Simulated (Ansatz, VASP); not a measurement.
**Nb3BN2: VASP beside Ansatz**

The input INCAR:

```
  ALGO = Normal
  EDIFF = 1E-6
  ENCUT = 520
  GGA = PE
  ISIF = 2
  ISMEAR = 0
  LASPH = True
  LCHARG = False
  LREAL = False
  LWAVE = False
  NBANDS = 35
  NELM = 100
  PREC = Accurate
  SIGMA = 0.1
```

File KPOINTS:

```
k-points
0
Gamma
  6 6 6
```

Contents of POSCAR:

```
Nb3BN2
1.0
    5.2799909900      0.0000000000      0.0000000000
   -2.6399954900      4.5726063300      0.0000000000
    0.0000000000      0.0000000000      3.0380102100
Nb B N
3 1 2
Direct
    0.0000000000      0.5000000000      0.0000000000
    0.5000000000      0.0000000000      0.0000000000
    0.5000000000      0.5000000000      0.0000000000
    0.0000000000      0.0000000000      0.5000000000
    0.3333333300      0.6666666700      0.5000000000
    0.6666666700      0.3333333300      0.5000000000
```

Input for Ansatz:

```yaml
crystal:
  lattice:
    - [5.27999099, 0.0, 0.0]
    - [-2.63999549, 4.57260633, 0.0]
    - [0.0, 0.0, 3.03801021]
  atoms:
    - { symbol: Nb, position: [0.0, 0.5, 0.0] }
    - { symbol: Nb, position: [0.5, 0.0, 0.0] }
    - { symbol: Nb, position: [0.5, 0.5, 0.0] }
    - { symbol: B, position: [0.0, 0.0, 0.5] }
    - { symbol: "N", position: [0.33333333, 0.66666667, 0.5] }
    - { symbol: "N", position: [0.66666667, 0.33333333, 0.5] }
basis:
  ecutwfc: 420
kpoints:
  mp_grid: { grid: [6, 6, 6] }
hamiltonian:
  xc: pbe
scf:
  occupations: { method: gaussian, width: 0.1 }
  lower_state_search: "off"
output:
  forces: true
  stress: true
  eigenvalues: true
```

Change from the starting cell: species swapped into the SmB2Ir3 type (P6/mmm, No. 191).

Alike in both runs: task single point; functional PBE; k mesh 6 × 6 × 6; occupations gaussian, width 0.1 eV; no spin polarisation.

|  | VASP | Ansatz |
| --- | --- | --- |
| version | VASP 6.6.1 | Ansatz 0.2.0 |
| potentials or method | VASP PAW PBE potentials, release 64 (Nb_sv, B, N), cutoff 520 eV | scalar-relativistic, plane waves, PAW |
| valence electrons in the cell | 52 | 52 |

```csv
,VASP,Ansatz,Ansatz less VASP
gap on the k mesh at the Fermi level (eV),none,none,-
pressure (GPa),15.7,16.1,+0.39
"traceless stress, the component that is largest in VASP (GPa)",-24.39,-24.35,+0.040
```

A gap of «none» marks a metal or a gap that the smearing closes. The functional is the same, so the differences come from potentials, cutoffs and numerics.
